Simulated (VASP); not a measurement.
# Au (Fm-3m) in VASP: notebook

Runs on Au. Level: PBE. Tasks: single point.

All numbers are computed with VASP 6.6.1; they aren't measurements. Logs are shortened: lines on timing, memory, paths and dates and some standing lists are left out, and cuts for length are marked.

## 1. The cell of the first run

The structure is cubic, space group Fm-3m (No. 225). Conventional cell: a = 4.091 Å, b = 4.091 Å, c = 4.091 Å, α = 90.00°, β = 90.00°, γ = 90.00°. Within 3.8 Å of Au (site symmetry m-3m) lie 12 Au at 2.89 Å.

## 2. Single point, PBE

Contents of INCAR:

```
PREC = Accurate
ENCUT = 520
EDIFF = 1E-6
ISMEAR = 0
SIGMA = 0.15
LREAL = False
LASPH = True
NELM = 80
ALGO = Normal
ISIF = 2
LWAVE = False
LCHARG = False
GGA = PE
NBANDS = 12
```

Contents of KPOINTS:

```
Automatic mesh
0
Gamma
  20 20 20
```

Contents of POSCAR:

```
Au
1.0
    0.0000000000      2.0455000000      2.0455000000
    2.0455000000      0.0000000000      2.0455000000
    2.0455000000      2.0455000000      0.0000000000
Au
1
Direct
    0.0000000000      0.0000000000      0.0000000000
```

Potentials or basis: VASP PAW PBE potentials, release 64 (Au).

Launch:

```sh
> cat potpaw_PBE.64/Au/POTCAR > POTCAR
> mpirun -np 1 vasp_std > vasp.out
```

OUTCAR:

```text
PREC = Accurate
   ENCUT = 520
   EDIFF = 1E-6
   ISMEAR = 0
   LREAL = False
   LASPH = True
   NELM = 80
   ISIF = 2
   GGA = PE

 ion  position               nearest neighbor table
   1  0.000  0.000  0.000-

  LATTYP: Found a face centered cubic cell.
 ALAT       =     4.0910000000

  Lattice vectors:

 A1 = (   0.0000000000,   2.0455000000,   2.0455000000)
 A2 = (   2.0455000000,   0.0000000000,   2.0455000000)
 A3 = (   2.0455000000,   2.0455000000,   0.0000000000)

Analysis of symmetry for initial positions (statically):
=====================================================================
 Subroutine PRICEL returns:
 Original cell was already a primitive cell.

 Routine SETGRP: Setting up the symmetry group for a
 face centered cubic supercell.

 Subroutine GETGRP returns: Found 48 space group operations
 (whereof 48 operations were pure point group operations)
 out of a pool of 48 trial point group operations.

The static configuration has the point symmetry O_h .

Analysis of symmetry for dynamics (positions and initial velocities):
=====================================================================
 Subroutine PRICEL returns:
 Original cell was already a primitive cell.

 Routine SETGRP: Setting up the symmetry group for a
 face centered cubic supercell.

 Subroutine GETGRP returns: Found 48 space group operations
 (whereof 48 operations were pure point group operations)
 out of a pool of 48 trial point group operations.

The dynamic configuration has the point symmetry O_h .

 Subroutine INISYM returns: Found 48 space group operations
 (whereof 48 operations are pure point group operations),
 and found     1 'primitive' translations

----------------------------------------------------------------------------------------

                                     Primitive cell

  volume of cell :      17.1170

  direct lattice vectors                    reciprocal lattice vectors
     0.000000000  2.045500000  2.045500000    -0.244439012  0.244439012  0.244439012
     2.045500000  0.000000000  2.045500000     0.244439012 -0.244439012  0.244439012
     2.045500000  2.045500000  0.000000000     0.244439012  0.244439012 -0.244439012

  length of vectors
     2.892773842  2.892773842  2.892773842     0.423380789  0.423380789  0.423380789

  position of ions in fractional coordinates (direct lattice)
     0.000000000  0.000000000  0.000000000

  ion indices of the primitive-cell ions
   primitive index   ion index
                 1           1

----------------------------------------------------------------------------------------

 KPOINTS: Automatic mesh

Automatic generation of k-mesh.
 Grid dimensions read from file:
 generate k-points for:   20   20   20

 Generating k-lattice:

  Cartesian coordinates                     Fractional coordinates (reciprocal lattice)
    -0.012221951  0.012221951  0.012221951     0.050000000  0.000000000  0.000000000
     0.012221951 -0.012221951  0.012221951     0.000000000  0.050000000  0.000000000
     0.012221951  0.012221951 -0.012221951     0.000000000  0.000000000  0.050000000

  Length of vectors
     0.021169039  0.021169039  0.021169039

  Shift w.r.t. Gamma in fractional coordinates (k-lattice)
     0.000000000  0.000000000  0.000000000

 Subroutine IBZKPT returns following result:
 ===========================================

 Found    256 irreducible k-points:

 Following reciprocal coordinates:
            Coordinates               Weight
  0.000000  0.000000  0.000000      1.000000
  0.050000  0.000000  0.000000      8.000000
  0.100000  0.000000  0.000000      8.000000
  0.150000  0.000000  0.000000      8.000000
  0.200000  0.000000  0.000000      8.000000
  0.250000  0.000000  0.000000      8.000000
[... 16 lines left out ...]
 -0.400000  0.050000  0.000000     24.000000
 -0.350000  0.050000  0.000000     24.000000
 [... further k-points ...]
   k-points           NKPTS =    256   k-points in BZ     NKDIM =    256   number of bands    NBANDS=     12
   number of dos      NEDOS =    301   number of ions     NIONS =      1
   total plane-waves  NPLWV =  13824
   dimension x,y,z NGX =    24 NGY =   24 NGZ =   24
   dimension x,y,z NGXF=    48 NGYF=   48 NGZF=   48
   ions per type =               1
   NGX,Y,Z   is equivalent  to a cutoff of  13.79, 13.79, 13.79 a.u.
   NGXF,Y,Z  is equivalent  to a cutoff of  27.59, 27.59, 27.59 a.u.
 SYSTEM =  unknown system
   PREC   = accura    normal or accurate (medium, high low for compatibility)
   ISTART =      0    job   : 0-new  1-cont  2-samecut
   ICHARG =      2    charge: 1-file 2-atom 10-const
   ISPIN  =      1    spin polarized calculation?
   LNONCOLLINEAR =      F non collinear calculations
   LSORBIT =      F    spin-orbit coupling
   LASPH  =      T    aspherical Exc in radial PAW
   ENCUT  =  520.0 eV  38.22 Ry    6.18 a.u.   5.38  5.38  5.38*2*pi/ulx,y,z
   NELM   =     80;   NELMIN=  2; NELMDL= -5     # of ELM steps
   EDIFF  = 0.1E-05   stopping-criterion for ELM
   LREAL  =      F    real-space projection
   EDIFFG = 0.1E-04   stopping-criterion for IOM
   NSW    =      0    number of steps for IOM
   IBRION =     -1    ionic relax: 0-MD 1-quasi-New 2-CG
   NFREE  =      0    steps in history (QN), initial steepest desc. (CG)
   ISIF   =      2    stress and relaxation
   ISYM   =      2    0-nonsym 1-usesym 2-fastsym
   POTIM  = 0.5000    time-step for ionic-motion
   TEBEG  =    0.0;   TEEND  =   0.0 temperature during run
   PSTRESS=    0.0 pullay stress
   NELECT =      11.0000    total number of electrons
   NUPDOWN=      -1.0000    fix difference up-down
   EMIN   =  10.00;   EMAX   =-10.00  energy-range for DOS
   EFERMI =   0.00;   METHOD = LEGACY
   ISMEAR =     0;   SIGMA  =   0.15  broadening in eV -4-tet -1-fermi 0-gaus
   EFERMI_NEDOS =   21; number of points for ismear=-14 and -15
   IALGO  =     38    algorithm
   IMIX   =      4    mixing-type and parameters
     AMIX     =   0.40;   BMIX     =  1.00
     AMIX_MAG =   1.60;   BMIX_MAG =  1.00
  volume/ion in A,a.u.               =      17.12       115.51
  Fermi-wavevector in a.u.,A,eV,Ry     =   1.412742  2.669696 27.155058  1.995840
  Thomas-Fermi vector in A             =   2.534459
   LORBIT       =      0    0 simple, 1 ext, 2 COOP (PROOUT), +10 PAW based schemes
   GGA     = PE    functional components
   LHFCALC =     F    Hartree Fock is set to
   AEXX    =    0.0000 exact exchange contribution
   IVDW    =     0    specifies the selected vdW correction
   LEPSILON=     F    determine dielectric tensor
   LRPA    =     F    only Hartree local field effects (RPA)
 non-spin polarized calculation
 Gauss-broadening in eV      SIGMA  =   0.15
  energy-cutoff  :      520.00
  volume of cell :       17.12
 maximum number of plane-waves:       479
 NGX is ok and might be reduce to    24
   NGX = 11   NGY = 11   NGZ = 11

 number of electron      11.0000000 magnetization

 Free energy of the ion-electron system (eV)
  ---------------------------------------------------
  ext. energy  EPLUGINS =         0.00000000
  ---------------------------------------------------
  free energy    TOTEN  =        -3.20386110 eV

  energy without entropy =       -3.20097449  energy(sigma->0) =       -3.20241780

 E-fermi :   9.3843     XC(G=0): -12.6903

 val. band max:        9.3829310491   @ k =   0.5000   0.3500   0.1500
 cond. band min:       9.4689448482   @ k =   0.5000   0.1000   0.0000
 fundamental gap:      0.0860137991
 Fermi energy:         9.3842780717

 k-point     1 :       0.0000    0.0000    0.0000
  band No.  band energies     occupation
      1      -0.4080      2.00000
      2       4.7331      2.00000
      3       4.7331      2.00000
      4       4.7331      2.00000
      5       6.2360      2.00000
      6       6.2360      2.00000
      7      23.9294      0.00000
      8      27.9043      0.00000
      9      27.9043      0.00000
     10      27.9043      0.00000
     11      32.7940      0.00000
     12      37.3852      0.00000

 k-point     2 :       0.0500    0.0000    0.0000
  band No.  band energies     occupation
      1      -0.3208      2.00000
      2       4.7043      2.00000
      3       4.7634      2.00000
      4       4.7634      2.00000
      5       6.2220      2.00000
      6       6.2220      2.00000
      7      24.0335      0.00000
      8      27.3130      0.00000
      9      28.0081      0.00000
     10      28.0081      0.00000
     11      33.3144      0.00000
     12      36.2020      0.00000

 k-point     3 :       0.1000    0.0000    0.0000
  band No.  band energies     occupation
      1      -0.0647      2.00000
      2       4.6286      2.00000
      3       4.8449      2.00000
      4       4.8449      2.00000
      5       6.1907      2.00000
      6       6.1907      2.00000
      7      24.2902      0.00000
      8      26.0286      0.00000
      9      28.3050      0.00000
     10      28.3050      0.00000
     11      33.4027      0.00000
     12      35.7178      0.00000

 k-point     4 :       0.1500    0.0000    0.0000
  band No.  band energies     occupation
      1       0.3410      2.00000
      2       4.5392      2.00000
      3       4.9465      2.00000
      4       4.9465      2.00000
      5       6.1761      2.00000
      6       6.1761      2.00000
      7      24.0664      0.00000
      8      25.0171      0.00000
      9      28.7435      0.00000
     10      28.7435      0.00000
     11      32.1198      0.00000
     12      34.3733      0.00000

 k-point     5 :       0.2000    0.0000    0.0000
  band No.  band energies     occupation
      1       0.8531      2.00000
      2       4.4969      2.00000
      3       5.0151      2.00000
      4       5.0151      2.00000
      5       6.2331      2.00000
      6       6.2331      2.00000
      7      22.4403      0.00000
      8      25.1088      0.00000
      9      29.1916      0.00000
     10      29.1916      0.00000
     11      31.2010      0.00000
     12      33.1336      0.00000
[... 228 lines left out ...]
      1       2.1929      2.00000
      2       4.6543      2.00000
      3       4.7492      2.00000
      4       6.9857      2.00000
      5       7.4314      2.00000
      6       8.8718      2.00000
      7      12.5345      0.00000
      8      23.4630      0.00000
      9      26.2056      0.00000
     10      26.3130      0.00000
     11      34.2456      0.00000
     12      34.3729      0.00000

 k-point    22 :      -0.4500    0.0500    0.0000
  band No.  band energies     occupation
      1       2.1937      2.00000
      2       4.6676      2.00000
      3       4.7489      2.00000
      4       6.9821      2.00000
      5       7.3491      2.00000
      6       8.6978      2.00000
      7      12.8045      0.00000
      8      23.4870      0.00000
      9      26.0402      0.00000
     10      26.6069      0.00000
     11      34.1420      0.00000
     12      34.2933      0.00000

 k-point    23 :      -0.4000    0.0500    0.0000
  band No.  band energies     occupation
      1       2.1890      2.00000
      2       4.7193      2.00000
      3       4.7874      2.00000
      4       6.6062      2.00000
      5       7.1535      2.00000
      6       7.9509      2.00000
      7      14.2070      0.00000
      8      23.6740      0.00000
      9      26.1900      0.00000
     10      27.2343      0.00000
     11      33.5408      0.00000
     12      34.0366      0.00000

 k-point    24 :      -0.3500    0.0500    0.0000
  band No.  band energies     occupation
      1       2.1421      2.00000
      2       4.7993      2.00000
      3       4.8595      2.00000
      4       5.8481      2.00000
      5       6.8776      2.00000
      6       7.4200      2.00000
      7      16.0054      0.00000
      8      24.0073      0.00000
      9      26.6062      0.00000
     10      28.1624      0.00000
     11      32.5895      0.00000
     12      33.4827      0.00000

 [... further k-points ...]

------------------------ aborting loop because EDIFF is reached ----------------------------------------

  FORCE on cell =-STRESS in cart. coord.  units (eV):
  Direction    XX          YY          ZZ          XY          YZ          ZX
  --------------------------------------------------------------------------------------
  -------------------------------------------------------------------------------------
  Total        0.8128583      0.8128583      0.8128583      0.0000000      0.0000000      0.0000000
  in kB       76.0846406     76.0846406     76.0846406      0.0000000      0.0000000      0.0000000
  external PRESSURE =      76.0846406 kB  Pullay stress =       0.0000000 kB

 VOLUME and BASIS-vectors are now :
 -----------------------------------------------------------------------------
  energy-cutoff  :      520.00
  volume of cell :       17.12
      direct lattice vectors                 reciprocal lattice vectors
     0.000000000  2.045500000  2.045500000    -0.244439012  0.244439012  0.244439012
     2.045500000  0.000000000  2.045500000     0.244439012 -0.244439012  0.244439012
     2.045500000  2.045500000  0.000000000     0.244439012  0.244439012 -0.244439012

 POSITION                                       TOTAL-FORCE (eV/Angst)
 -----------------------------------------------------------------------------------
      0.00000      0.00000      0.00000         0.000000     -0.000000     -0.000000
 -----------------------------------------------------------------------------------
    total drift:                               -0.000000     -0.000000     -0.000000

  FREE ENERGIE OF THE ION-ELECTRON SYSTEM (eV)
  ---------------------------------------------------
  free  energy   TOTEN  =        -3.2038611023 eV

  energy  without entropy=       -3.2009744915  energy(sigma->0) =       -3.20241780
```

Wall time 29 s (1 thread of AMD EPYC 9R45 (Zen 5), shared host); peak memory 0.15 GiB.

What came out:

```
Free energy : -3.2039 eV
Pressure    : 7.6 GPa
```

Caveat: spin-orbit coupling is left out, which moves the levels of the heavy elements.

## 3. Single point, PBE

Contents of INCAR:

```
PREC = Accurate ; ENCUT = 520
EDIFF = 1E-7 ; ISMEAR = 0
SIGMA = 0.15 ; LREAL = False
LASPH = True ; NELM = 100
ALGO = Fast ; ISIF = 2
LWAVE = False ; LCHARG = False
GGA = PE ; NBANDS = 12
```

Contents of KPOINTS:

```
Automatic mesh
0
Gamma
  22 22 22
```

POSCAR is that of step 2.

Potentials or basis: VASP PAW PBE potentials, release 64 (Au).

Launch:

```sh
> cat potpaw_PBE.64/Au/POTCAR > POTCAR
> mpirun -np 1 vasp_std > vasp.out
```

It took 54 s on 1 thread of AMD EPYC 9R45 (Zen 5), shared host; peak memory 0.16 GiB.

The run converged. Its results:

```yaml
Free_energy: -3.2038 eV
Pressure: 7.6 GPa
```

Levels at points of the mesh, in eV from the Fermi level:
| k point | band 4 | band 5 | band 6 | band 7 | band 8 | band 9 |
| --- | --- | --- | --- | --- | --- | --- |
| (0.00, 0.00, 0.00) | -4.66 | -3.15 | -3.15 | 14.54 | 18.51 | 18.51 |
| (0.50, 0.00, 0.00) | -1.96 | -1.96 | -0.93 | 3.06 | 13.99 | 17.11 |
| (0.50, 0.50, 0.00) | -1.64 | -1.64 | 1.05 | 5.75 | 10.01 | 10.01 |

Caveat: spin-orbit coupling is left out, which moves the levels of the heavy elements.

[end of part 1 of 2]
